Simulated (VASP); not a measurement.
A run of VASP 6.6.1 is set up as follows.

File INCAR:

```
SYSTEM = H4CO
PREC = Accurate
ENCUT = 1000
EDIFF = 1E-6
ISMEAR = -1
SIGMA = 0.05
LREAL = Auto
LASPH = .True.
NELM = 120
ALGO = Normal
ISIF = 2
LWAVE = .False.
LCHARG = .True.
LELF = .True.
LVHAR = .True.
NBANDS = 66
GGA_COMPAT = .False.
```

The input KPOINTS:

```
Automatic mesh
0
Gamma
  1 1 1
  0 0 0
```

File POSCAR:

```
H4CO
1.0
    7.1256230000      0.0000000000      0.0000000000
    0.0000000000      7.1256230000      0.0000000000
    0.0000000000      0.0000000000      7.1256230000
C O H
6 6 24
Direct
    0.6948313492      0.0670753213      0.1210089113
    0.8090582631      0.5529601782      0.7572146796
    0.3624036327      0.5436202819      1.0265200417
    0.1866321683      0.8754734613      0.3927659458
    0.1395773334      0.3538998711      0.4428621865
    0.4895350829      1.0771101335      0.6792226917
    0.7838562697      0.0340347066      0.2911203821
    0.8627324715      0.7450062591      0.7528504932
    0.2768961024      0.3654498206      1.0011803899
    0.1042162775      0.9601299720      0.5484877889
    0.0582562366      0.2810937152      0.2787160557
    0.5113586736      0.8847976206      0.7154506734
    0.5933290460     -0.0469801829      0.0923091820
    0.8945060464      0.1210802096      0.3002861136
    0.6143034416      0.2017519704      0.1184522191
    0.7948152834      0.0733210425      0.0004625413
    0.8137209875      0.5009493519      0.6118622550
    0.8690433543      0.7939833863      0.8808320002
    0.9065804676      0.4685240366      0.8433267815
    0.6641999960      0.5384419419      0.8109958951
    0.2722769599      0.6228093578      1.1249376053
    0.3540918572      0.2844891255      0.9210538755
    0.5038093506      0.5307225288      1.0909025659
    0.3727509676      0.6242773502      0.8938760001
    0.3200753140      0.9479594014      0.3609210284
    0.0116081096      0.8735653742      0.6047306393
    0.2220026845      0.7257221921      0.4197776760
    0.0933628368      0.8829410606      0.2676348781
    0.0849930341      0.4959175921      0.4748732495
    0.1443658916      0.3038244038      0.1679506976
    0.1073963607      0.2567662849      0.5602868924
    0.2947608246      0.3636696677      0.4311305230
    0.3369000698      1.1056404553      0.6707075008
    0.6453191792      0.8528866694      0.6990900802
    0.5555780055      1.1661047287      0.7925576116
    0.5565425708      1.1187853099      0.5438655487
```

Potentials or basis: VASP PAW LDA potentials, release 64 (C_h, O_h, H_h).

The run is started by

```console
$ cat potpaw_LDA.64/C_h/POTCAR potpaw_LDA.64/O_h/POTCAR potpaw_LDA.64/H_h/POTCAR > POTCAR
$ mpirun -np 1 vasp_gam > vasp.out
```

Q: Estimate the pressure.

A: -0.7 GPa.

Q: Estimate the largest force.

A: 0.311 eV/Å.

Q: Predict the band gap on the k mesh.

A: 4.04 eV.

Forces in eV/Å, atoms in the order of the input:
```
C   -0.069  0.005 -0.037
C   -0.029 -0.100  0.007
C   -0.001  0.045  0.016
C    0.085 -0.115 -0.089
C    0.009  0.035  0.092
C    0.057  0.035  0.026
O    0.034 -0.059  0.075
O   -0.029  0.113 -0.029
O   -0.025  0.119 -0.071
O   -0.104 -0.061  0.099
O    0.203  0.002 -0.149
O   -0.017  0.201  0.019
H    0.018  0.033 -0.027
H   -0.010  0.042 -0.021
H    0.013 -0.004  0.012
H   -0.018  0.001 -0.019
H   -0.003  0.003  0.028
H    0.040  0.001  0.026
H    0.008  0.007 -0.018
H    0.050 -0.018  0.001
H    0.067 -0.032 -0.050
H    0.022 -0.071 -0.027
H   -0.073 -0.005 -0.029
H   -0.005 -0.005  0.035
H   -0.053  0.000 -0.002
H   -0.004  0.026  0.010
H   -0.001 -0.001  0.013
H    0.043  0.006  0.015
H    0.039  0.033 -0.006
H   -0.212 -0.099  0.204
H    0.009  0.122 -0.123
H   -0.067 -0.022 -0.017
H    0.095 -0.054 -0.009
H    0.031 -0.079  0.022
H   -0.058 -0.079 -0.143
H   -0.043 -0.025  0.164
```

Caveat: the k points lie up to 0.88 Å⁻¹ apart.
